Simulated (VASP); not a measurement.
# AlN in VASP: further runs

Runs on AlN. Level: PBEsol. Tasks: single point.

Program: VASP 6.6.1. These are calculated values, not measurements. Logs are shortened: lines on timing, memory, paths and dates and some standing lists are left out, and cuts for length are marked.

### Step 1. The cell of the first run

The cell holds a wire or tube with vacuum around it, 2 atoms: a = 9.000 Å, b = 9.300 Å, c = 3.368 Å, α = 90.00°, β = 90.00°, γ = 90.00°.

### Step 2. Single point, PBEsol, collinear spin, ferromagnetic start

The input, INCAR:

```
SYSTEM = AlN
  PREC = Accurate
  ENCUT = 520
  EDIFF = 1E-6
  ISMEAR = 0
  SIGMA = 0.05
  LREAL = .False.
  LASPH = .True.
  NELM = 200
  ALGO = Normal
  ISIF = 2
  LWAVE = .False.
  LCHARG = .True.
  ISPIN = 2
  MAGMOM = 0.5 0.5
  LORBIT = 11
  GGA = PS
  LELF = .True.
  LVHAR = .True.
  NBANDS = 15
  GGA_COMPAT = .False.
```

The input, KPOINTS:

```
regular mesh
0
Gamma
  1 1 19
  0 0 0
```

The input, POSCAR:

```
AlN
1.0
    9.0000000000      0.0000000000      0.0000000000
    0.0000000000      9.3000000000      0.0000000000
    0.0000000000      0.0000000000      3.3676285438
Al N
1 1
Direct
    0.5000000000      0.5000000000      0.0000000000
    0.5000000000      0.5000000000      0.5000000000
```

Potentials or basis: VASP PAW PBE potentials, release 64 (Al, N).

Command:

```
cat potpaw_PBE.64/Al/POTCAR potpaw_PBE.64/N/POTCAR > POTCAR
mpirun -np 1 vasp_std > vasp.out
```

OUTCAR:

```text
SYSTEM = AlN
   PREC = Accurate
   ENCUT = 520
   EDIFF = 1E-6
   ISMEAR = 0
   LREAL = .False.
   LASPH = .True.
   NELM = 200
   ISIF = 2
   ISPIN = 2
   LORBIT = 11
   GGA = PS

 ion  position               nearest neighbor table
   1  0.500  0.500  0.000-   2 1.68   2 1.68
   2  0.500  0.500  0.500-   1 1.68   1 1.68

  LATTYP: Found a simple orthorhombic cell.
 ALAT       =     3.3676285438
 B/A-ratio  =     2.6725037762
 C/A-ratio  =     2.7615872354

  Lattice vectors:

 A1 = (   0.0000000000,   0.0000000000,   3.3676285438)
 A2 = (   9.0000000000,   0.0000000000,   0.0000000000)
 A3 = (   0.0000000000,   9.3000000000,   0.0000000000)

Analysis of symmetry for initial positions (statically):
=====================================================================
 Subroutine PRICEL returns:
 Original cell was already a primitive cell.

 Routine SETGRP: Setting up the symmetry group for a
 simple orthorhombic supercell.

 Subroutine GETGRP returns: Found  8 space group operations
 (whereof  8 operations were pure point group operations)
 out of a pool of  8 trial point group operations.

The static configuration has the point symmetry D_2h.

Analysis of symmetry for dynamics (positions and initial velocities):
=====================================================================
 Subroutine PRICEL returns:
 Original cell was already a primitive cell.

 Routine SETGRP: Setting up the symmetry group for a
 simple orthorhombic supercell.

 Subroutine GETGRP returns: Found  8 space group operations
 (whereof  8 operations were pure point group operations)
 out of a pool of  8 trial point group operations.

The dynamic configuration has the point symmetry D_2h.

Analysis of structural, dynamic, and magnetic symmetry:
=====================================================================
 Subroutine PRICEL returns:
 Original cell was already a primitive cell.

 Routine SETGRP: Setting up the symmetry group for a
 simple orthorhombic supercell.

 Subroutine GETGRP returns: Found  8 space group operations
 (whereof  8 operations were pure point group operations)
 out of a pool of  8 trial point group operations.

The overall configuration has the point symmetry D_2h.

 Subroutine INISYM returns: Found  8 space group operations
 (whereof  8 operations are pure point group operations),
 and found     1 'primitive' translations

----------------------------------------------------------------------------------------

                                     Primitive cell

  volume of cell :     281.8705

  direct lattice vectors                    reciprocal lattice vectors
     9.000000000  0.000000000  0.000000000     0.111111111  0.000000000  0.000000000
     0.000000000  9.300000000  0.000000000     0.000000000  0.107526882  0.000000000
     0.000000000  0.000000000  3.367628544     0.000000000  0.000000000  0.296944864

  length of vectors
     9.000000000  9.300000000  3.367628544     0.111111111  0.107526882  0.296944864

  position of ions in fractional coordinates (direct lattice)
     0.500000000  0.500000000  0.000000000
     0.500000000  0.500000000  0.500000000

  ion indices of the primitive-cell ions
   primitive index   ion index
                 1           1
                 2           2

----------------------------------------------------------------------------------------

 KPOINTS: regular mesh

Automatic generation of k-mesh.
 Grid dimensions read from file:
 generate k-points for:    1    1   19

 Generating k-lattice:

  Cartesian coordinates                     Fractional coordinates (reciprocal lattice)
     0.111111111  0.000000000  0.000000000     1.000000000  0.000000000  0.000000000
     0.000000000  0.107526882  0.000000000     0.000000000  1.000000000  0.000000000
     0.000000000  0.000000000  0.015628677     0.000000000  0.000000000  0.052631579

  Length of vectors
     0.111111111  0.107526882  0.015628677

  Shift w.r.t. Gamma in fractional coordinates (k-lattice)
     0.000000000  0.000000000  0.000000000

 Subroutine IBZKPT returns following result:
 ===========================================

 Found     10 irreducible k-points:

 Following reciprocal coordinates:
[... 25 lines left out ...]
   LSORBIT =      F    spin-orbit coupling
   LASPH  =      T    aspherical Exc in radial PAW
   ENCUT  =  520.0 eV  38.22 Ry    6.18 a.u.  16.73 17.29  6.26*2*pi/ulx,y,z
   NELM   =    200;   NELMIN=  2; NELMDL= -5     # of ELM steps
   EDIFF  = 0.1E-05   stopping-criterion for ELM
   LREAL  =      F    real-space projection
   EDIFFG = 0.1E-04   stopping-criterion for IOM
   NSW    =      0    number of steps for IOM
   IBRION =     -1    ionic relax: 0-MD 1-quasi-New 2-CG
   NFREE  =      0    steps in history (QN), initial steepest desc. (CG)
   ISIF   =      2    stress and relaxation
   ISYM   =      2    0-nonsym 1-usesym 2-fastsym
   POTIM  = 0.5000    time-step for ionic-motion
   TEBEG  =    0.0;   TEEND  =   0.0 temperature during run
   PSTRESS=    0.0 pullay stress
   NELECT =       8.0000    total number of electrons
   NUPDOWN=      -1.0000    fix difference up-down
   EMIN   =  10.00;   EMAX   =-10.00  energy-range for DOS
   EFERMI =   0.00;   METHOD = LEGACY
   ISMEAR =     0;   SIGMA  =   0.05  broadening in eV -4-tet -1-fermi 0-gaus
   EFERMI_NEDOS =   21; number of points for ismear=-14 and -15
   IALGO  =     38    algorithm
   IMIX   =      4    mixing-type and parameters
     AMIX     =   0.40;   BMIX     =  1.00
     AMIX_MAG =   1.60;   BMIX_MAG =  1.00
  volume/ion in A,a.u.               =     140.94       951.08
  Fermi-wavevector in a.u.,A,eV,Ry     =   0.499369  0.943671  3.392877  0.249369
  Thomas-Fermi vector in A             =   1.506832
   LORBIT       =     11    0 simple, 1 ext, 2 COOP (PROOUT), +10 PAW based schemes
   GGA     = PS    functional components
   LHFCALC =     F    Hartree Fock is set to
   AEXX    =    0.0000 exact exchange contribution
   IVDW    =     0    specifies the selected vdW correction
   LEPSILON=     F    determine dielectric tensor
   LRPA    =     F    only Hartree local field effects (RPA)
 spin polarized calculation
 Gauss-broadening in eV      SIGMA  =   0.05
  energy-cutoff  :      520.00
  volume of cell :      281.87
 maximum number of plane-waves:      7613
 NGX is ok and might be reduce to    70
   NGX = 33   NGY = 35   NGZ = 13

 number of electron       7.9999999 magnetization       0.0002485

 number of electron       7.9999999 magnetization      -0.0000056

 Free energy of the ion-electron system (eV)
  ---------------------------------------------------
  ext. energy  EPLUGINS =         0.00000000
  ---------------------------------------------------
  free energy    TOTEN  =       -11.65803322 eV

  energy without entropy =      -11.65803322  energy(sigma->0) =      -11.65803322

 E-fermi :  -4.3738     XC(G=0):  -1.9873

 val. band max:       -4.6495878587   @ k =   0.0000   0.0000   0.4737
 cond. band min:      -2.1941923435   @ k =   0.0000   0.0000   0.0000
 fundamental gap:      2.4553955152
 Fermi energy:        -4.3737576092

 spin component 1

 k-point     1 :       0.0000    0.0000    0.0000
  band No.  band energies     occupation
      1     -17.0793      1.00000
      2      -6.9222      1.00000
      3      -5.6298      1.00000
      4      -5.6293      1.00000
      5      -2.1939      0.00000
      6       0.8557      0.00000
      7       1.2319      0.00000
      8       1.3104      0.00000
      9       1.4069      0.00000
     10       2.3225      0.00000
     11       3.2251      0.00000
     12       3.2402      0.00000
     13       3.2829      0.00000
     14       4.8365      0.00000
[... 148 lines left out ...]
      1     -16.3824      1.00000
      2      -9.4012      1.00000
      3      -4.6498      1.00000
      4      -4.6496      1.00000
      5       0.0291      0.00000
      6       0.0325      0.00000
      7       0.6917      0.00000
      8       2.9771      0.00000
      9       4.1796      0.00000
     10       4.3385      0.00000
     11       4.6992      0.00000
     12       4.8085      0.00000
     13       5.0824      0.00000
     14       5.1453      0.00000
     15       5.4976      0.00000
 Fermi energy:        -4.3737576092

 spin component 2

 k-point     1 :       0.0000    0.0000    0.0000
  band No.  band energies     occupation
      1     -17.0793      1.00000
      2      -6.9222      1.00000
      3      -5.6298      1.00000
      4      -5.6293      1.00000
      5      -2.1942      0.00000
      6       0.8402      0.00000
      7       1.2293      0.00000
      8       1.3085      0.00000
      9       1.4040      0.00000
     10       2.3216      0.00000
     11       3.2096      0.00000
     12       3.2285      0.00000
     13       3.2493      0.00000
     14       4.8328      0.00000
[... 149 lines left out ...]
      2      -9.4012      1.00000
      3      -4.6498      1.00000
      4      -4.6496      1.00000
      5       0.0291      0.00000
      6       0.0324      0.00000
      7       0.6915      0.00000
      8       2.9722      0.00000
      9       4.1631      0.00000
     10       4.3353      0.00000
     11       4.6945      0.00000
     12       4.8049      0.00000
     13       5.0796      0.00000
     14       5.1445      0.00000
     15       5.4683      0.00000

------------------------ aborting loop because EDIFF is reached ----------------------------------------

  FORCE on cell =-STRESS in cart. coord.  units (eV):
  Direction    XX          YY          ZZ          XY          YZ          ZX
  --------------------------------------------------------------------------------------
  -------------------------------------------------------------------------------------
  Total        0.0030980     -0.0013336      0.2322078      0.0000000      0.0000000     -0.0000000
  in kB        0.0176093     -0.0075804      1.3198899      0.0000000      0.0000000     -0.0000000
  external PRESSURE =       0.4433063 kB  Pullay stress =       0.0000000 kB

 VOLUME and BASIS-vectors are now :
 -----------------------------------------------------------------------------
  energy-cutoff  :      520.00
  volume of cell :      281.87
      direct lattice vectors                 reciprocal lattice vectors
     9.000000000  0.000000000  0.000000000     0.111111111  0.000000000  0.000000000
     0.000000000  9.300000000  0.000000000     0.000000000  0.107526882  0.000000000
     0.000000000  0.000000000  3.367628544     0.000000000  0.000000000  0.296944864

 POSITION                                       TOTAL-FORCE (eV/Angst)
 -----------------------------------------------------------------------------------
      4.50000      4.65000      0.00000         0.000000      0.000000      0.000000
      4.50000      4.65000      1.68381         0.000000      0.000000      0.000000
 -----------------------------------------------------------------------------------
    total drift:                                0.000000      0.000000      0.000000

  FREE ENERGIE OF THE ION-ELECTRON SYSTEM (eV)
  ---------------------------------------------------
  free  energy   TOTEN  =       -11.6580332201 eV

  energy  without entropy=      -11.6580332201  energy(sigma->0) =      -11.65803322

 total charge

# of ion       s       p       d       tot
------------------------------------------
    1        0.410   0.466   0.000   0.876
    2        1.228   2.538   0.000   3.766
--------------------------------------------------
tot          1.638   3.004   0.000   4.642

 magnetization (x)

# of ion       s       p       d       tot
------------------------------------------
    1        0.000   0.000   0.000   0.000
    2       -0.000   0.000   0.000   0.000
--------------------------------------------------
tot          0.000   0.000   0.000   0.000
```

Run time: 87 s. Hardware: 1 thread of AMD EPYC 9R45 (Zen 5), shared host; peak memory 0.45 GiB.

What came out:

- Free energy: -11.6580 eV
- Band gap on the k mesh: 2.46 eV (least direct gap 3.44 eV)
- Net moment: 0.00 μB per cell
- Valence electrons inside the program's atomic spheres: Al 0.88; N 3.77

Levels at points of the mesh, in eV from the valence-band top:
Spin up:
| k point | band 1 | band 2 | band 3 | band 4 | band 5 | band 6 | band 7 | band 8 | band 9 |
| --- | --- | --- | --- | --- | --- | --- | --- | --- | --- |
| (0.00, 0.00, 0.00) | -12.43 | -2.27 | -0.98 | -0.98 | 2.46 | 5.51 | 5.88 | 5.96 | 6.06 |
Spin down:
```csv
k point,band 1,band 2,band 3,band 4,band 5,band 6,band 7,band 8,band 9
"(0.00, 0.00, 0.00)",-12.43,-2.27,-0.98,-0.98,2.46,5.49,5.88,5.96,6.05
```

Caveat: the PAW data sets were made with another functional, which shifts forces and pressure a little.

(Part 1 of 2 ends here.)
